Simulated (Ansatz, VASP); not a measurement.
SrO: VASP beside Ansatz

INCAR

```
PREC = Accurate
ENCUT = 600
EDIFF = 1E-7
ISMEAR = 0
SIGMA = 0.02
LREAL = F
LASPH = T
NELM = 120
ALGO = Normal
ISIF = 3
LWAVE = F
LCHARG = F
GGA = PE
IBRION = 2
NSW = 100
EDIFFG = -0.002
GGA_COMPAT = F
NELMIN = 4
```

Contents of KPOINTS:

```
Automatic mesh
0
Gamma
  6 6 6
```

POSCAR

```
SrO
1.0
    0.0000000000      2.5800000000      2.5800000000
    2.5800000000      0.0000000000      2.5800000000
    2.5800000000      2.5800000000      0.0000000000
Sr O
1 1
Direct
    0.0000000000      0.0000000000      0.0000000000
    0.5000000000      0.5000000000      0.5000000000
```

Input for Ansatz:

```yaml
crystal:
  lattice:
    - [0.0, 2.58, 2.58]
    - [2.58, 0.0, 2.58]
    - [2.58, 2.58, 0.0]
  atoms:
    - { symbol: Sr, position: [0.0, 0.0, 0.0] }
    - { symbol: O, position: [0.5, 0.5, 0.5] }
basis:
  ecutwfc: 420
kpoints:
  mp_grid: { grid: [6, 6, 6] }
hamiltonian:
  xc: pbe
  pseudopotentials: { kind: paw, azcp: { folder: soft_1 } }
scf:
  occupations: { method: gaussian, width: 0.02 }
output:
  forces: true
  stress: true
  eigenvalues: true
relax:
  adjacent_minimum: "off"
  f_tol: 0.002
  max_steps: 80
  cell: { stress_tol: 0.02 }
```

Alike in both runs: task relaxation of cell and atoms; functional PBE; k mesh 6 × 6 × 6; occupations gaussian, width 0.02 eV; no spin polarisation.

```csv
,VASP,Ansatz
version,VASP 6.6.1,Ansatz 0.2.0
potentials or method,"VASP PAW PBE potentials, release 64 (Sr_sv, O), cutoff 600 eV","scalar-relativistic, plane waves, PAW"
valence electrons in the cell,16,16
```

```tsv
	VASP	Ansatz	Ansatz less VASP
gap on the k mesh at the Fermi level, each at its own relaxed structure (eV)	3.28	3.33	+0.044
relaxed volume (Å³/atom)	17.61	17.53	-0.086
relaxed cell length with the largest relative difference (Å)	3.680	3.674	-0.0060
```
